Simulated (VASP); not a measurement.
# Ti4Ge3 (I-43d) in VASP: relaxation of the atoms with PBE

Aim: the relaxation of the atoms of Ti4Ge3 with PBE.

Everything below comes from runs of VASP 6.6.1. Logs are shortened: lines on timing, memory, paths and dates and some standing lists are left out, and cuts for length are marked.

## (1) The cell of the first run

The structure is cubic, space group I-43d (No. 220). The conventional cell has a = 7.489 Å, b = 7.489 Å, c = 7.489 Å, α = 90.00°, β = 90.00°, γ = 90.00°. Within 3.3 Å of Ti (site symmetry 3) lie 6 Ge at 2.51 to 2.68 Å and 5 Ti at 2.87 to 3.24 Å. Ge (site symmetry -4) has 8 Ti at 2.51 to 2.68 Å within 3.3 Å.

## (2) Relaxation of the atoms, PBE (15.00 Å³/atom)

INCAR reads:

```
SYSTEM = Ti4Ge3
ALGO = Fast ; EDIFF = 1E-6
EDIFFG = -0.01 ; ENCUT = 520
GGA = PE ; IBRION = 2
ISIF = 2 ; ISMEAR = 0
KPAR = 4 ; LASPH = .TRUE.
LCHARG = .FALSE. ; LREAL = .FALSE.
LWAVE = .FALSE. ; NELM = 60
NSW = 50 ; PREC = Accurate
SIGMA = 0.1
```

KPOINTS reads:

```
k-points
0
G
  6 6 6
  0 0 0
```

POSCAR reads:

```
Ti4Ge3
1.0
   -3.7443928964      3.7443928964      3.7443928964
    3.7443928964     -3.7443928964      3.7443928964
    3.7443928964      3.7443928964     -3.7443928964
Ti Ge
8 6
Direct
    0.5000000000      0.0000000000      0.8544333102
    0.0000000000      0.8544333102      0.5000000000
    0.8544333102      0.5000000000      0.0000000000
    0.3544333102      0.5000000000      0.0000000000
    0.1455666898      0.1455666898      0.1455666898
    0.0000000000      0.3544333102      0.5000000000
    0.5000000000      0.0000000000      0.3544333102
    0.6455666898      0.6455666898      0.6455666898
    0.6250000000      0.3750000000      0.2500000000
    0.3750000000      0.2500000000      0.6250000000
    0.1250000000      0.7500000000      0.8750000000
    0.7500000000      0.8750000000      0.1250000000
    0.8750000000      0.1250000000      0.7500000000
    0.2500000000      0.6250000000      0.3750000000
```

Potentials or basis: VASP PAW PBE potentials, release 64 (Ti_sv, Ge_d).

Run with:

```console
cat potpaw_PBE.64/Ti_sv/POTCAR potpaw_PBE.64/Ge_d/POTCAR > POTCAR
mpirun -np 4 vasp_std > vasp.out
```

OUTCAR:

```text
SYSTEM = Ti4Ge3
   EDIFF = 1E-6
   EDIFFG = -0.01
   ENCUT = 520
   GGA = PE
   IBRION = 2
   ISIF = 2
   ISMEAR = 0
   LASPH = .TRUE.
   LREAL = .FALSE.
   NELM = 60
   NSW = 50
   PREC = Accurate

 ion  position               nearest neighbor table
   1  0.500  0.000  0.854-  11 2.51   9 2.51  12 2.51  10 2.68  14 2.68  13 2.68   3 2.87   8 2.87
                             2 2.87
   2  0.000  0.854  0.500-  10 2.51  12 2.51  13 2.51   9 2.68  11 2.68  14 2.68   1 2.87   8 2.87
                             3 2.87
   3  0.854  0.500  0.000-  11 2.51  13 2.51  14 2.51  10 2.68  12 2.68   9 2.68   2 2.87   8 2.87
                             1 2.87
   4  0.354  0.500  0.000-   9 2.51  10 2.51  12 2.51  13 2.68  14 2.68  11 2.68   5 2.87   7 2.87
                             6 2.87
   5  0.146  0.146  0.146-  11 2.51  13 2.51  12 2.51  10 2.68  14 2.68   9 2.68   4 2.87   6 2.87
                             7 2.87
   6  0.000  0.354  0.500-   9 2.51  11 2.51  14 2.51  12 2.68  10 2.68  13 2.68   4 2.87   5 2.87
                             7 2.87
   7  0.500  0.000  0.354-  14 2.51  13 2.51  10 2.51  11 2.68  12 2.68   9 2.68   5 2.87   6 2.87
                             4 2.87
   8  0.646  0.646  0.646-   9 2.51  14 2.51  10 2.51  12 2.68  11 2.68  13 2.68   1 2.87   2 2.87
                             3 2.87
   9  0.625  0.375  0.250-   1 2.51   4 2.51   6 2.51   8 2.51   2 2.68   3 2.68   7 2.68   5 2.68
[... 7 lines left out ...]
  13  0.875  0.125  0.750-   2 2.51   3 2.51   5 2.51   7 2.51   4 2.68   6 2.68   1 2.68   8 2.68

  14  0.250  0.625  0.375-   7 2.51   6 2.51   3 2.51   8 2.51   1 2.68   4 2.68   5 2.68   2 2.68

  LATTYP: Found a body centered cubic cell.
 ALAT       =     7.4887857928

  Lattice vectors:

 A1 = (  -3.7443928964,   3.7443928964,   3.7443928964)
 A2 = (   3.7443928964,  -3.7443928964,   3.7443928964)
 A3 = (   3.7443928964,   3.7443928964,  -3.7443928964)

Analysis of symmetry for initial positions (statically):
=====================================================================
 Subroutine PRICEL returns:
 Original cell was already a primitive cell.

 Routine SETGRP: Setting up the symmetry group for a
 body centered cubic supercell.

 Subroutine GETGRP returns: Found 24 space group operations
 (whereof  3 operations were pure point group operations)
 out of a pool of 48 trial point group operations.

The static configuration has the point symmetry C_3 .
 The point group associated with its full space group is T_d .

Analysis of symmetry for dynamics (positions and initial velocities):
=====================================================================
 Subroutine PRICEL returns:
 Original cell was already a primitive cell.

 Routine SETGRP: Setting up the symmetry group for a
 body centered cubic supercell.

 Subroutine GETGRP returns: Found 24 space group operations
 (whereof  3 operations were pure point group operations)
 out of a pool of 48 trial point group operations.

The dynamic configuration has the point symmetry C_3 .
 The point group associated with its full space group is T_d .

 Subroutine INISYM returns: Found 24 space group operations
 (whereof  3 operations are pure point group operations),
 and found     1 'primitive' translations

----------------------------------------------------------------------------------------

                                     Primitive cell

  volume of cell :     209.9927

  direct lattice vectors                    reciprocal lattice vectors
    -3.744392896  3.744392896  3.744392896     0.000000000  0.133532996  0.133532996
     3.744392896 -3.744392896  3.744392896     0.133532996  0.000000000  0.133532996
     3.744392896  3.744392896 -3.744392896     0.133532996  0.133532996  0.000000000

  length of vectors
     6.485478740  6.485478740  6.485478740     0.188844173  0.188844173  0.188844173

  position of ions in fractional coordinates (direct lattice)
     0.500000000  0.000000000  0.854433310
     0.000000000  0.854433310  0.500000000
     0.854433310  0.500000000  0.000000000
     0.354433310  0.500000000  0.000000000
     0.145566690  0.145566690  0.145566690
     0.000000000  0.354433310  0.500000000
     0.500000000  0.000000000  0.354433310
     0.645566690  0.645566690  0.645566690
     0.625000000  0.375000000  0.250000000
     0.375000000  0.250000000  0.625000000
     0.125000000  0.750000000  0.875000000
     0.750000000  0.875000000  0.125000000
     0.875000000  0.125000000  0.750000000
     0.250000000  0.625000000  0.375000000

  ion indices of the primitive-cell ions
   primitive index   ion index
                 1           1
                 2           2
[... 36 lines left out ...]

 Found     16 irreducible k-points:

 Following reciprocal coordinates:
            Coordinates               Weight
  0.000000  0.000000  0.000000      1.000000
  0.166667  0.000000  0.000000     12.000000
  0.333333  0.000000  0.000000     12.000000
  0.500000  0.000000  0.000000      6.000000
  0.166667  0.166667  0.000000     24.000000
  0.333333  0.166667  0.000000     48.000000
[... 8 lines left out ...]
  0.500000  0.500000  0.333333     12.000000
  0.500000  0.500000  0.500000      1.000000
   k-points           NKPTS =     16   k-points in BZ     NKDIM =     16   number of bands    NBANDS=    108
   number of dos      NEDOS =    301   number of ions     NIONS =     14
   total plane-waves  NPLWV = 110592
   dimension x,y,z NGX =    48 NGY =   48 NGZ =   48
   dimension x,y,z NGXF=    96 NGYF=   96 NGZF=   96
   ions per type =               8   6
   NGX,Y,Z   is equivalent  to a cutoff of  12.30, 12.30, 12.30 a.u.
   NGXF,Y,Z  is equivalent  to a cutoff of  24.61, 24.61, 24.61 a.u.
 SYSTEM =  Ti4Ge3
   PREC   = accura    normal or accurate (medium, high low for compatibility)
   ISTART =      0    job   : 0-new  1-cont  2-samecut
   ICHARG =      2    charge: 1-file 2-atom 10-const
   ISPIN  =      1    spin polarized calculation?
   LNONCOLLINEAR =      F non collinear calculations
   LSORBIT =      F    spin-orbit coupling
   LASPH  =      T    aspherical Exc in radial PAW
   ENCUT  =  520.0 eV  38.22 Ry    6.18 a.u.  12.06 12.06 12.06*2*pi/ulx,y,z
   NELM   =     60;   NELMIN=  2; NELMDL= -5     # of ELM steps
   EDIFF  = 0.1E-05   stopping-criterion for ELM
   LREAL  =      F    real-space projection
   EDIFFG = -.1E-01   stopping-criterion for IOM
   NSW    =     50    number of steps for IOM
   IBRION =      2    ionic relax: 0-MD 1-quasi-New 2-CG
   NFREE  =      1    steps in history (QN), initial steepest desc. (CG)
   ISIF   =      2    stress and relaxation
   ISYM   =      2    0-nonsym 1-usesym 2-fastsym
   POTIM  = 0.5000    time-step for ionic-motion
   TEBEG  =    0.0;   TEEND  =   0.0 temperature during run
   PSTRESS=    0.0 pullay stress
   NELECT =     180.0000    total number of electrons
   NUPDOWN=      -1.0000    fix difference up-down
   EMIN   =  10.00;   EMAX   =-10.00  energy-range for DOS
   EFERMI =   0.00;   METHOD = LEGACY
   ISMEAR =     0;   SIGMA  =   0.10  broadening in eV -4-tet -1-fermi 0-gaus
   EFERMI_NEDOS =   21; number of points for ismear=-14 and -15
   IALGO  =     68    algorithm
   IMIX   =      4    mixing-type and parameters
     AMIX     =   0.40;   BMIX     =  1.00
     AMIX_MAG =   1.60;   BMIX_MAG =  1.00
  volume/ion in A,a.u.               =      15.00       101.22
  Fermi-wavevector in a.u.,A,eV,Ry     =   1.555121  2.938753 32.904358  2.418402
  Thomas-Fermi vector in A             =   2.659108
   LORBIT       =      0    0 simple, 1 ext, 2 COOP (PROOUT), +10 PAW based schemes
   GGA     = PE    functional components
   LHFCALC =     F    Hartree Fock is set to
   AEXX    =    0.0000 exact exchange contribution
   IVDW    =     0    specifies the selected vdW correction
   LEPSILON=     F    determine dielectric tensor
   LRPA    =     F    only Hartree local field effects (RPA)
 conjugate gradient relaxation of ions
 non-spin polarized calculation
 RMM-DIIS sequential band-by-band and
 Gauss-broadening in eV      SIGMA  =   0.10
  energy-cutoff  :      520.00
  volume of cell :      209.99
 maximum number of plane-waves:      5680
   NGX = 25   NGY = 25   NGZ = 25

--------------------------------------- Ionic step        1  -------------------------------------------

 number of electron     179.9999937 magnetization

 Free energy of the ion-electron system (eV)
  ---------------------------------------------------
  ext. energy  EPLUGINS =         0.00000000
  ---------------------------------------------------
  free energy    TOTEN  =       -97.61411186 eV

  energy without entropy =      -97.55814152  energy(sigma->0) =      -97.58612669

------------------------ aborting loop EDIFF was not reached (unconverged)  ----------------------------

  FORCE on cell =-STRESS in cart. coord.  units (eV):
  Direction    XX          YY          ZZ          XY          YZ          ZX
  --------------------------------------------------------------------------------------
  -------------------------------------------------------------------------------------
  Total       18.8424940     18.8424940     18.8424940     -0.0000000     -0.0000000      0.0000000
  in kB      143.7622093    143.7622093    143.7622093     -0.0000000     -0.0000000      0.0000000
  external PRESSURE =     143.7622093 kB  Pullay stress =       0.0000000 kB
[... 35 lines left out ...]
--------------------------------------- Ionic step        2  -------------------------------------------

 number of electron     179.9999936 magnetization

------------------------ aborting loop EDIFF was not reached (unconverged)  ----------------------------

  FORCE on cell =-STRESS in cart. coord.  units (eV):
  Direction    XX          YY          ZZ          XY          YZ          ZX
  --------------------------------------------------------------------------------------
  -------------------------------------------------------------------------------------
  Total       19.0732304     19.0732304     19.0732304      0.0000000      0.0000000      0.0000000
  in kB      145.5226542    145.5226542    145.5226542      0.0000000      0.0000000      0.0000000
  external PRESSURE =     145.5226542 kB  Pullay stress =       0.0000000 kB
[... 35 lines left out ...]
--------------------------------------- Ionic step        3  -------------------------------------------

 number of electron     179.9999936 magnetization

------------------------ aborting loop because EDIFF is reached ----------------------------------------

  FORCE on cell =-STRESS in cart. coord.  units (eV):
  Direction    XX          YY          ZZ          XY          YZ          ZX
  --------------------------------------------------------------------------------------
  -------------------------------------------------------------------------------------
  Total       19.0785027     19.0785027     19.0785027     -0.0000000      0.0000000     -0.0000000
  in kB      145.5628805    145.5628805    145.5628805     -0.0000000      0.0000000     -0.0000000
  external PRESSURE =     145.5628805 kB  Pullay stress =       0.0000000 kB
[... 35 lines left out ...]
--------------------------------------- Ionic step        4  -------------------------------------------

 number of electron     179.9999936 magnetization

 Free energy of the ion-electron system (eV)
  ---------------------------------------------------
  ext. energy  EPLUGINS =         0.00000000
  ---------------------------------------------------
  free energy    TOTEN  =       -97.61870024 eV

  energy without entropy =      -97.56260208  energy(sigma->0) =      -97.59065116

 E-fermi :   9.3884     XC(G=0): -12.2929

 val. band max:        9.3864291267   @ k =   0.1667   0.1667   0.1667
 cond. band min:       9.3935659296   @ k =   0.3333   0.0000   0.0000
 fundamental gap:      0.0071368029
 Fermi energy:         9.3884162017

 k-point     1 :       0.0000    0.0000    0.0000
  band No.  band energies     occupation
      1     -47.2679      2.00000
      2     -47.2466      2.00000
      3     -47.2121      2.00000
      4     -47.2121      2.00000
      5     -47.2121      2.00000
      6     -47.2033      2.00000
[... 1669 lines left out ...]
    101      11.7182      0.00000
    102      11.8661      0.00000
 [bands above 102 left out]

------------------------ aborting loop because EDIFF is reached ----------------------------------------

  FORCE on cell =-STRESS in cart. coord.  units (eV):
  Direction    XX          YY          ZZ          XY          YZ          ZX
  --------------------------------------------------------------------------------------
  -------------------------------------------------------------------------------------
  Total       19.0764890     19.0764890     19.0764890     -0.0000000      0.0000000     -0.0000000
  in kB      145.5475168    145.5475168    145.5475168     -0.0000000      0.0000000     -0.0000000
  external PRESSURE =     145.5475168 kB  Pullay stress =       0.0000000 kB
[... 29 lines left out ...]
  FREE ENERGIE OF THE ION-ELECTRON SYSTEM (eV)
  ---------------------------------------------------
  free  energy   TOTEN  =       -97.6187002354 eV

  energy  without entropy=      -97.5626020776  energy(sigma->0) =      -97.59065116

 reached required accuracy - stopping structural energy minimisation
```

It took 23 min on 4 MPI ranks of Intel Xeon Platinum 8259CL at 2.50GHz (Skylake/Cascade Lake), shared host; peak memory 0.54 GiB.

Results:

```yaml
Free_energy: -97.6187 eV
Energy_gained_by_relaxing: 0.3 meV/atom
Ionic_steps: 4
Pressure_after_relaxing: 14.6 GPa
Largest_force_after_relaxing: 0.009 eV/Å
Band_gap_on_the_k_mesh: zero (bands 90 and 91 overlap by 0.86 eV)
```

Forces on the atoms (eV/Å):
```
Ti  -0.005 -0.005  0.005
Ti  -0.005  0.005 -0.005
Ti   0.005 -0.005 -0.005
Ti   0.005 -0.005 -0.005
Ti   0.005  0.005  0.005
Ti  -0.005  0.005 -0.005
Ti  -0.005 -0.005  0.005
Ti   0.005  0.005  0.005
Ge   0.000  0.000  0.000
Ge   0.000  0.000  0.000
Ge   0.000  0.000  0.000
Ge   0.000  0.000  0.000
Ge   0.000  0.000  0.000
Ge   0.000  0.000  0.000
```

The path:
```
step  energy change (eV)  largest force (eV/Å)  pressure (GPa)
   1              0.0000                0.0328           14.38
   2             -0.0043                0.0132           14.55
   3             -0.0046                0.0123           14.56
   4             -0.0046                0.0085           14.55
```

Final structure:
```
Ti Ge
1.0
    -3.74439    3.74439    3.74439
     3.74439   -3.74439    3.74439
     3.74439    3.74439   -3.74439
Ti Ge
8 6
Direct
  0.50000 0.00000 0.85415
  0.00000 0.85415 0.50000
  0.85415 0.50000 0.00000
  0.35415 0.50000 0.00000
  0.14585 0.14585 0.14585
  0.00000 0.35415 0.50000
  0.50000 0.00000 0.35415
  0.64585 0.64585 0.64585
  0.62500 0.37500 0.25000
  0.37500 0.25000 0.62500
  0.12500 0.75000 0.87500
  0.75000 0.87500 0.12500
  0.87500 0.12500 0.75000
  0.25000 0.62500 0.37500
```
